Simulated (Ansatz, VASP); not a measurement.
## PbSe in VASP and in Ansatz

File INCAR:

```
PREC = Accurate ; ENCUT = 520
EDIFF = 1E-6 ; ISMEAR = -1
SIGMA = 0.02 ; LREAL = F
LASPH = T ; NELM = 80
ALGO = Normal ; ISIF = 2
LWAVE = F ; LCHARG = T
GGA = PE ; LELF = T
LVHAR = T ; NBANDS = 17
```

The input KPOINTS:

```
Automatic mesh
0
Gamma
  6 6 6
```

The input POSCAR:

```
PbSe
1.0
    0.0000000000      3.1050000000      3.1050000000
    3.1050000000      0.0000000000      3.1050000000
    3.1050000000      3.1050000000      0.0000000000
Pb Se
1 1
Direct
    0.0000000000      0.0000000000      0.0000000000
    0.5000000000      0.5000000000      0.5000000000
```

Input for Ansatz:

```yaml
crystal:
  lattice:
    - [0, 3.105, 3.105]
    - [3.105, 0, 3.105]
    - [3.105, 3.105, 0]
  atoms:
    - { symbol: Pb, position: [0, 0, 0] }
    - { symbol: Se, position: [0.5, 0.5, 0.5] }
kpoints:
  mp_grid: { grid: [6, 6, 6] }
hamiltonian:
  xc: pbe
  pseudopotentials:
    kind: all_electron
    relativity: scalar
    datasets: crystal
    dataset_attempts: all
    nuclear_model: point
scf:
  occupations: { method: fermi_dirac, width: 0.02 }
  convergence: { dr2_threshold: "1e-9 eV" }
  max_iter: 300
output:
  forces: true
  stress: true
  eigenvalues: true
```

Alike in both runs: task single point; functional PBE; k mesh 6 × 6 × 6; occupations fermi-dirac, width 0.02 eV; no spin polarisation.

|  | VASP | Ansatz |
| --- | --- | --- |
| version | VASP 6.6.1 | Ansatz 0.2.0 development build |
| potentials or method | VASP PAW PBE potentials, release 64 (Pb_d, Se), cutoff 520 eV | plane waves, all-electron PAW datasets generated for the crystal |

```tsv
	VASP	Ansatz	Ansatz less VASP
gap on the k mesh at the Fermi level (eV)	0.43	0.43	0.000
```

Ansatz ran all-electron here, and VASP with PAW potentials.

Spin-orbit coupling is off throughout.
